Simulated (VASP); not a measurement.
# HfN (C222_1) in VASP: further runs

HfN is run at these levels: PBEsol; tasks: single point.

All numbers are computed with VASP 6.6.1; they aren't measurements. Logs are shortened: lines on timing, memory, paths and dates and some standing lists are left out, and cuts for length are marked.

### 1 The cell of the first run

Symmetry: C222_1, No. 20, orthorhombic system. Conventional cell: a = 4.867 Å, b = 4.867 Å, c = 4.867 Å, α = 90.00°, β = 90.00°, γ = 90.00°. Within 2.8 Å of Hf (site symmetry 2) lie 4 N at 2.10 to 2.18 Å. Within 2.8 Å of N (site symmetry 2) lie 4 Hf at 2.10 to 2.18 Å.

### 2 Single point, PBEsol (atoms displaced along a vibrational mode)

Input file INCAR:

```
SYSTEM = HfN
ALGO = Normal
EDIFF = 1E-6
ENCUT = 520
GGA = PS
ISIF = 2
ISMEAR = 0
LASPH = .TRUE.
LCHARG = .FALSE.
LREAL = .FALSE.
LWAVE = .FALSE.
NBANDS = 23
NELM = 100
PREC = Accurate
SIGMA = 0.15
```

Input file KPOINTS:

```
k-points
0
G
  18 18 12
  0 0 0
```

Input file POSCAR:

```
HfN
1.0
    0.0000000000     -2.4335341244     -2.4335341244
    0.0000000000      2.4335341244     -2.4335341244
    4.8670682487      0.0000000000      0.0000000000
Hf N
2 2
Direct
    0.5616387494      0.5616387494      0.5000000000
   -0.0616387494     -0.0616387494      0.0000000000
    0.0474981112      0.4525018888      0.2500000000
    0.4525018888      0.0474981112      0.7500000000
```

Potentials or basis: VASP PAW PBE potentials, release 64 (Hf_pv, N).

The run is started by

```sh
$ cat potpaw_PBE.64/Hf_pv/POTCAR potpaw_PBE.64/N/POTCAR > POTCAR
$ mpirun -np 1 vasp_std > vasp.out
```

OUTCAR:

```text
SYSTEM = HfN
   EDIFF = 1E-6
   ENCUT = 520
   GGA = PS
   ISIF = 2
   ISMEAR = 0
   LASPH = .TRUE.
   LREAL = .FALSE.
   NELM = 100
   PREC = Accurate

 ion  position               nearest neighbor table
   1  0.562  0.562  0.500-   3 2.10   4 2.10   4 2.18   3 2.18   2 3.05   2 3.05   2 3.49   2 3.49
                             2 3.49   2 3.49
   2  0.938  0.938  0.000-   3 2.10   4 2.10   4 2.18   3 2.18   1 3.05   1 3.05   1 3.49   1 3.49
                             1 3.49   1 3.49
   3  0.047  0.453  0.250-   1 2.10   2 2.10   1 2.18   2 2.18
   4  0.453  0.047  0.750-   1 2.10   2 2.10   1 2.18   2 2.18

  LATTYP: Found a simple tetragonal cell.
 ALAT       =     3.4415369632
 C/A-ratio  =     1.4142135623

  Lattice vectors:

 A1 = (   0.0000000000,  -2.4335341244,  -2.4335341244)
 A2 = (   0.0000000000,   2.4335341244,  -2.4335341244)
 A3 = (   4.8670682487,   0.0000000000,   0.0000000000)

Analysis of symmetry for initial positions (statically):
=====================================================================
 Subroutine PRICEL returns:
 Original cell was already a primitive cell.

 Routine SETGRP: Setting up the symmetry group for a
 simple tetragonal supercell.

 Subroutine GETGRP returns: Found  4 space group operations
 (whereof  2 operations were pure point group operations)
 out of a pool of 16 trial point group operations.

The static configuration has the point symmetry C_2 .
 The point group associated with its full space group is D_2 .

Analysis of symmetry for dynamics (positions and initial velocities):
=====================================================================
 Subroutine PRICEL returns:
 Original cell was already a primitive cell.

 Routine SETGRP: Setting up the symmetry group for a
 simple tetragonal supercell.

 Subroutine GETGRP returns: Found  4 space group operations
 (whereof  2 operations were pure point group operations)
 out of a pool of 16 trial point group operations.

The dynamic configuration has the point symmetry C_2 .
 The point group associated with its full space group is D_2 .

 Subroutine INISYM returns: Found  4 space group operations
 (whereof  2 operations are pure point group operations),
 and found     1 'primitive' translations

----------------------------------------------------------------------------------------

                                     Primitive cell

  volume of cell :      57.6464

  direct lattice vectors                    reciprocal lattice vectors
     0.000000000 -2.433534124 -2.433534124     0.000000000 -0.205462498 -0.205462498
     0.000000000  2.433534124 -2.433534124     0.000000000  0.205462498 -0.205462498
     4.867068249  0.000000000  0.000000000     0.205462498  0.000000000  0.000000000

  length of vectors
     3.441536963  3.441536963  4.867068249     0.290567851  0.290567851  0.205462498

  position of ions in fractional coordinates (direct lattice)
     0.561638749  0.561638749  0.500000000
     0.938361251  0.938361251  0.000000000
     0.047498111  0.452501889  0.250000000
     0.452501889  0.047498111  0.750000000

  ion indices of the primitive-cell ions
   primitive index   ion index
                 1           1
                 2           2
                 3           3
                 4           4

----------------------------------------------------------------------------------------

 KPOINTS: k-points

Automatic generation of k-mesh.
 Grid dimensions read from file:
 generate k-points for:   18   18   12

 Generating k-lattice:

  Cartesian coordinates                     Fractional coordinates (reciprocal lattice)
     0.000000000 -0.011414583 -0.011414583     0.055555556  0.000000000  0.000000000
     0.000000000  0.011414583 -0.011414583     0.000000000  0.055555556  0.000000000
     0.017121875  0.000000000  0.000000000     0.000000000  0.000000000  0.083333333

  Length of vectors
     0.016142658  0.016142658  0.017121875

  Shift w.r.t. Gamma in fractional coordinates (k-lattice)
     0.000000000  0.000000000  0.000000000

 Subroutine IBZKPT returns following result:
 ===========================================

 Found    637 irreducible k-points:

 Following reciprocal coordinates:
            Coordinates               Weight
  0.000000  0.000000  0.000000      1.000000
  0.055556  0.000000  0.000000      4.000000
  0.111111  0.000000  0.000000      4.000000
  0.166667  0.000000  0.000000      4.000000
  0.222222  0.000000  0.000000      4.000000
  0.277778  0.000000  0.000000      4.000000
[... 16 lines left out ...]
  0.388889  0.055556  0.000000      4.000000
 -0.055556  0.388889  0.000000      4.000000
 [... further k-points ...]
   k-points           NKPTS =    637   k-points in BZ     NKDIM =    637   number of bands    NBANDS=     23
   number of dos      NEDOS =    301   number of ions     NIONS =      4
   total plane-waves  NPLWV =  28224
   dimension x,y,z NGX =    28 NGY =   28 NGZ =   36
   dimension x,y,z NGXF=    56 NGYF=   56 NGZF=   72
   ions per type =               2   2
   NGX,Y,Z   is equivalent  to a cutoff of  13.53, 13.53, 12.30 a.u.
   NGXF,Y,Z  is equivalent  to a cutoff of  27.05, 27.05, 24.59 a.u.
 SYSTEM =  HfN
   PREC   = accura    normal or accurate (medium, high low for compatibility)
   ISTART =      0    job   : 0-new  1-cont  2-samecut
   ICHARG =      2    charge: 1-file 2-atom 10-const
   ISPIN  =      1    spin polarized calculation?
   LNONCOLLINEAR =      F non collinear calculations
   LSORBIT =      F    spin-orbit coupling
   LASPH  =      T    aspherical Exc in radial PAW
   ENCUT  =  520.0 eV  38.22 Ry    6.18 a.u.   6.40  6.40  9.05*2*pi/ulx,y,z
   NELM   =    100;   NELMIN=  2; NELMDL= -5     # of ELM steps
   EDIFF  = 0.1E-05   stopping-criterion for ELM
   LREAL  =      F    real-space projection
   EDIFFG = 0.1E-04   stopping-criterion for IOM
   NSW    =      0    number of steps for IOM
   IBRION =     -1    ionic relax: 0-MD 1-quasi-New 2-CG
   NFREE  =      0    steps in history (QN), initial steepest desc. (CG)
   ISIF   =      2    stress and relaxation
   ISYM   =      2    0-nonsym 1-usesym 2-fastsym
   POTIM  = 0.5000    time-step for ionic-motion
   TEBEG  =    0.0;   TEEND  =   0.0 temperature during run
   PSTRESS=    0.0 pullay stress
   NELECT =      30.0000    total number of electrons
   NUPDOWN=      -1.0000    fix difference up-down
   EMIN   =  10.00;   EMAX   =-10.00  energy-range for DOS
   EFERMI =   0.00;   METHOD = LEGACY
   ISMEAR =     0;   SIGMA  =   0.15  broadening in eV -4-tet -1-fermi 0-gaus
   EFERMI_NEDOS =   21; number of points for ismear=-14 and -15
   IALGO  =     38    algorithm
   IMIX   =      4    mixing-type and parameters
     AMIX     =   0.40;   BMIX     =  1.00
     AMIX_MAG =   1.60;   BMIX_MAG =  1.00
  volume/ion in A,a.u.               =      14.41        97.25
  Fermi-wavevector in a.u.,A,eV,Ry     =   1.316814  2.488418 23.592495  1.733999
  Thomas-Fermi vector in A             =   2.446900
   LORBIT       =      0    0 simple, 1 ext, 2 COOP (PROOUT), +10 PAW based schemes
   GGA     = PS    functional components
   LHFCALC =     F    Hartree Fock is set to
   AEXX    =    0.0000 exact exchange contribution
   IVDW    =     0    specifies the selected vdW correction
   LEPSILON=     F    determine dielectric tensor
   LRPA    =     F    only Hartree local field effects (RPA)
 non-spin polarized calculation
 Gauss-broadening in eV      SIGMA  =   0.15
  energy-cutoff  :      520.00
  volume of cell :       57.65
 maximum number of plane-waves:      1578
 NGX is ok and might be reduce to    28
   NGX = 13   NGY = 13   NGZ = 19

 number of electron      30.0000004 magnetization

 Free energy of the ion-electron system (eV)
  ---------------------------------------------------
  ext. energy  EPLUGINS =         0.00000000
  ---------------------------------------------------
  free energy    TOTEN  =       -43.57385355 eV

  energy without entropy =      -43.55563193  energy(sigma->0) =      -43.56474274

 E-fermi :   5.5318     XC(G=0): -11.5479

 val. band max:        5.5304690672   @ k =  -0.3333   0.3333   0.4167
 cond. band min:       5.5333083595   @ k =   0.1667   0.1111   0.4167
 fundamental gap:      0.0028392922
 Fermi energy:         5.5318312099

 k-point     1 :       0.0000    0.0000    0.0000
  band No.  band energies     occupation
      1     -25.8222      2.00000
      2     -25.4275      2.00000
      3     -25.3697      2.00000
      4     -25.2857      2.00000
      5     -25.2066      2.00000
      6     -25.1331      2.00000
[... 15 lines left out ...]
     22      11.4184      0.00000
     23      11.6376      0.00000

 k-point     2 :       0.0556    0.0000    0.0000
  band No.  band energies     occupation
      1     -25.8184      2.00000
      2     -25.4309      2.00000
      3     -25.3734      2.00000
      4     -25.2893      2.00000
      5     -25.2111      2.00000
      6     -25.1354      2.00000
[... 15 lines left out ...]
     22      11.2882      0.00000
     23      11.8455      0.00000

 k-point     3 :       0.1111    0.0000    0.0000
  band No.  band energies     occupation
      1     -25.8072      2.00000
      2     -25.4435      2.00000
      3     -25.3813      2.00000
      4     -25.3031      2.00000
      5     -25.2206      2.00000
      6     -25.1421      2.00000
[... 15 lines left out ...]
     22      11.2387      0.00000
     23      12.1335      0.00000

 k-point     4 :       0.1667    0.0000    0.0000
  band No.  band energies     occupation
      1     -25.7898      2.00000
      2     -25.4678      2.00000
      3     -25.3910      2.00000
      4     -25.3274      2.00000
      5     -25.2284      2.00000
      6     -25.1531      2.00000
[... 15 lines left out ...]
     22      11.3664      0.00000
     23      12.2529      0.00000

 k-point     5 :       0.2222    0.0000    0.0000
  band No.  band energies     occupation
      1     -25.7680      2.00000
      2     -25.4996      2.00000
      3     -25.4151      2.00000
      4     -25.3464      2.00000
      5     -25.2330      2.00000
      6     -25.1676      2.00000
[... 15 lines left out ...]
     22      11.5617      0.00000
     23      12.1039      0.00000

 k-point     6 :       0.2778    0.0000    0.0000
  band No.  band energies     occupation
      1     -25.7447      2.00000
      2     -25.5320      2.00000
      3     -25.4590      2.00000
      4     -25.3491      2.00000
      5     -25.2361      2.00000
      6     -25.1848      2.00000
[... 15 lines left out ...]
     22      11.6987      0.00000
     23      11.8467      0.00000

 k-point     7 :       0.3333    0.0000    0.0000
  band No.  band energies     occupation
      1     -25.7237      2.00000
      2     -25.5584      2.00000
      3     -25.5074      2.00000
      4     -25.3450      2.00000
      5     -25.2387      2.00000
      6     -25.2029      2.00000
[... 353 lines left out ...]
     22      11.6078      0.00000
     23      11.9035      0.00000

 k-point    21 :       0.3333    0.0556    0.0000
  band No.  band energies     occupation
      1     -25.7194      2.00000
      2     -25.5572      2.00000
      3     -25.5127      2.00000
      4     -25.3459      2.00000
      5     -25.2488      2.00000
      6     -25.2049      2.00000
[... 15 lines left out ...]
     22      11.4626      0.00000
     23      11.8371      0.00000

 k-point    22 :      -0.0556    0.3333    0.0000
  band No.  band energies     occupation
      1     -25.7235      2.00000
      2     -25.5609      2.00000
      3     -25.5076      2.00000
      4     -25.3512      2.00000
      5     -25.2420      2.00000
      6     -25.2030      2.00000
[... 15 lines left out ...]
     22      11.5529      0.00000
     23      11.6658      0.00000

 k-point    23 :       0.3889    0.0556    0.0000
  band No.  band energies     occupation
      1     -25.7052      2.00000
      2     -25.5743      2.00000
      3     -25.5528      2.00000
      4     -25.3419      2.00000
      5     -25.2502      2.00000
      6     -25.2209      2.00000
[... 15 lines left out ...]
     22      11.1765      0.00000
     23      11.8426      0.00000

 k-point    24 :      -0.0556    0.3889    0.0000
  band No.  band energies     occupation
      1     -25.7092      2.00000
      2     -25.5760      2.00000
      3     -25.5498      2.00000
      4     -25.3449      2.00000
      5     -25.2453      2.00000
      6     -25.2196      2.00000
[... 15 lines left out ...]
     22      11.2503      0.00000
     23      11.6361      0.00000

 [... further k-points ...]

------------------------ aborting loop because EDIFF is reached ----------------------------------------

  FORCE on cell =-STRESS in cart. coord.  units (eV):
  Direction    XX          YY          ZZ          XY          YZ          ZX
  --------------------------------------------------------------------------------------
  -------------------------------------------------------------------------------------
  Total        0.8214897     -1.9285745     -2.0401432      0.0000000      0.0000000      0.0000000
  in kB       22.8318131    -53.6012209    -56.7020701      0.0000000      0.0000000      0.0000000
  external PRESSURE =     -29.1571593 kB  Pullay stress =       0.0000000 kB

 VOLUME and BASIS-vectors are now :
 -----------------------------------------------------------------------------
  energy-cutoff  :      520.00
  volume of cell :       57.65
      direct lattice vectors                 reciprocal lattice vectors
     0.000000000 -2.433534124 -2.433534124     0.000000000 -0.205462498 -0.205462498
     0.000000000  2.433534124 -2.433534124     0.000000000  0.205462498 -0.205462498
     4.867068249  0.000000000  0.000000000     0.205462498  0.000000000  0.000000000

 POSITION                                       TOTAL-FORCE (eV/Angst)
 -----------------------------------------------------------------------------------
      2.43353      0.00000     -2.73353         0.000000      0.000000      3.043139
      0.00000      0.00000     -4.56707         0.000000      0.000000     -3.043139
      1.21677      0.98559     -1.21677         0.000000      0.404801      0.000000
      3.65030     -0.98559     -1.21677         0.000000     -0.404801      0.000000
 -----------------------------------------------------------------------------------
    total drift:                               -0.000000     -0.000000     -0.000000

  FREE ENERGIE OF THE ION-ELECTRON SYSTEM (eV)
  ---------------------------------------------------
  free  energy   TOTEN  =       -43.5738535485 eV

  energy  without entropy=      -43.5556319324  energy(sigma->0) =      -43.56474274
```

Wall time 9 min (1 thread of Intel Xeon Platinum 8488C (Sapphire Rapids), shared host); peak memory 0.75 GiB.

What came out:

- Free energy: -43.5739 eV
- Pressure: -2.9 GPa
- Largest force: 3.043 eV/Å
- Band gap on the k mesh: zero (bands 15 and 16 overlap by 2.20 eV)

Forces in eV/Å, atoms in the order of the input:
```
Hf   0.000  0.000  3.043
Hf   0.000  0.000 -3.043
N    0.000  0.405  0.000
N    0.000 -0.405  0.000
```

Caveat: the cell differs from its parent crystal (atoms displaced along a vibrational mode); the stress differs along the axes, from -6 to 2 GPa; the PAW data sets were made with another functional, which shifts forces and pressure a little; spin-orbit coupling is left out, which moves the levels of the heavy elements.

### 3 Single point, PBEsol (atoms displaced along a vibrational mode)

Input file INCAR:

```
PREC     = Accurate       # precision mode
ENCUT    = 520            # plane-wave cutoff, eV
EDIFF    = 1E-7           # SCF threshold, eV
ISMEAR   = 0              # smearing method
SIGMA    = 0.15           # smearing width, eV
LREAL    = False          # projectors in reciprocal space
LASPH    = True           # aspherical terms in the spheres
NELM     = 60             # most SCF steps
ALGO     = Normal         # electronic algorithm
ISIF     = 2              # what is computed and relaxed
LWAVE    = False          # write WAVECAR
LCHARG   = True           # write CHGCAR
GGA      = PS             # functional
LELF     = True           # ELF
LVHAR    = True         
NBANDS   = 23             # bands
```

Input file KPOINTS:

```
Automatic mesh
0
Gamma
  18 18 12
```

Input file POSCAR:

```
HfN
1.0
    0.0000000000     -2.4335341244     -2.4335341244
    0.0000000000      2.4335341244     -2.4335341244
    4.8670682487      0.0000000000      0.0000000000
Hf N
2 2
Direct
    0.4537709380      0.4537709380      0.5000000000
    0.0462290620      0.0462290620      0.0000000000
   -0.0356235834      0.5356235834      0.2500000000
    0.5356235834     -0.0356235834      0.7500000000
```

Potentials or basis: VASP PAW PBE potentials, release 64 (Hf_pv, N).

The run is started by

```sh
$ cat potpaw_PBE.64/Hf_pv/POTCAR potpaw_PBE.64/N/POTCAR > POTCAR
$ mpirun -np 1 vasp_std > vasp.out
```

It took 12 min on 1 thread of Intel Xeon Platinum 8488C (Sapphire Rapids), shared host; peak memory 0.75 GiB.

It converged, with:

```yaml
Free_energy: -44.0080 eV
Pressure: -2.1 GPa
Largest_force: 2.261 eV/Å
Band_gap_on_the_k_mesh: zero (bands 15 and 16 overlap by 2.51 eV)
```

Forces in eV/Å, atoms in the order of the input:
```
Hf   0.000  0.000 -2.261
Hf   0.000  0.000  2.261
N    0.000 -0.235  0.000
N    0.000  0.235  0.000
```

Stress tensor (GPa, compression positive):
```
 0.61  0.00  0.00
 0.00 -3.44  0.00
 0.00  0.00 -3.42
```

Levels at points of the mesh, in eV from the Fermi level:
| k point | band 13 | band 14 | band 15 | band 16 | band 17 | band 18 |
| --- | --- | --- | --- | --- | --- | --- |
| (0.00, 0.00, 0.00) | -3.70 | -3.12 | -0.93 | -0.76 | 2.09 | 2.21 |
| (0.50, 0.00, 0.00) | -4.81 | -4.00 | 0.61 | 0.98 | 1.25 | 1.37 |
| (0.50, 0.50, 0.00) | -3.32 | -2.87 | -1.14 | -0.92 | 2.18 | 2.29 |
| (0.00, 0.00, 0.50) | -4.40 | -4.40 | -0.03 | -0.03 | 2.51 | 2.51 |
| (0.50, 0.00, 0.50) | -4.29 | -4.29 | 1.44 | 1.44 | 2.03 | 2.03 |
| (0.50, 0.50, 0.50) | -3.38 | -3.38 | -1.07 | -1.07 | 1.78 | 1.78 |

Caveat: the cell differs from its parent crystal (atoms displaced along a vibrational mode); the PAW data sets were made with another functional, which shifts forces and pressure a little; spin-orbit coupling is left out, which moves the levels of the heavy elements.
